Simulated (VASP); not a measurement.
A run of VASP 6.6.1:

File POSCAR:

```
Zr2N
1.0
    5.4141568124     -0.0000045566      0.0000414593
   -0.0000045566      5.4150454930     -0.0000037385
    0.0000253350     -0.0000022845      3.3011009164
Zr N
4 2
Direct
    0.2911031384      0.3049261579      0.0076102438
    0.6996042955      0.7128741932      0.0076405135
    0.7911013175      0.2128731637      0.5076148059
    0.1996016089      0.8049242754      0.5076466334
   -0.0046481503      0.0089012005      0.0076297499
    0.4953539796      0.5089016993      0.5076181356
```

The input INCAR.step1:

```
SYSTEM = Zr2N
ALGO = Normal
EDIFF = 1E-4
ENCUT = 520
GGA = PE
ISMEAR = 0
LASPH = .True.
LCHARG = .False.
LREAL = .False.
LWAVE = .True.
NBANDS = 38
NELM = 60
PREC = Accurate
SIGMA = 0.1
```

The input INCAR.step2:

```
SYSTEM = Zr2N
ALGO = Normal
EDIFF = 1E-7
ENCUT = 520
ISIF = 2
ISMEAR = 0
ISTART = 1
LASPH = .True.
LCHARG = .True.
LELF = .True.
LMIXTAU = .True.
LREAL = .False.
LVHAR = .True.
LWAVE = .False.
METAGGA = R2SCAN
NBANDS = 38
NELM = 60
PREC = Accurate
SIGMA = 0.1
```

File KPOINTS:

```
k-points
0
Gamma
  4 4 6
  0 0 0
```

Potentials or basis: VASP PAW PBE potentials, release 64 (Zr_sv, N).

The run is started by

```sh
$ cat potpaw_PBE.64/Zr_sv/POTCAR potpaw_PBE.64/N/POTCAR > POTCAR
$ cp INCAR.step1 INCAR
$ mpirun -np 1 vasp_std > vasp.out
$ cp INCAR.step2 INCAR
$ mpirun -np 1 vasp_std > vasp.out
```

Hardware: 1 thread of Intel(R) Xeon(R) Platinum 8488C (Sapphire Rapids), with other jobs on the host.

Problem. Estimate the wall time of this run.

Solution. It took 6.3 min on 1 thread of Intel(R) Xeon(R) Platinum 8488C (Sapphire Rapids), on a shared host, peak memory 0.28 GiB. Counts: k points 42.
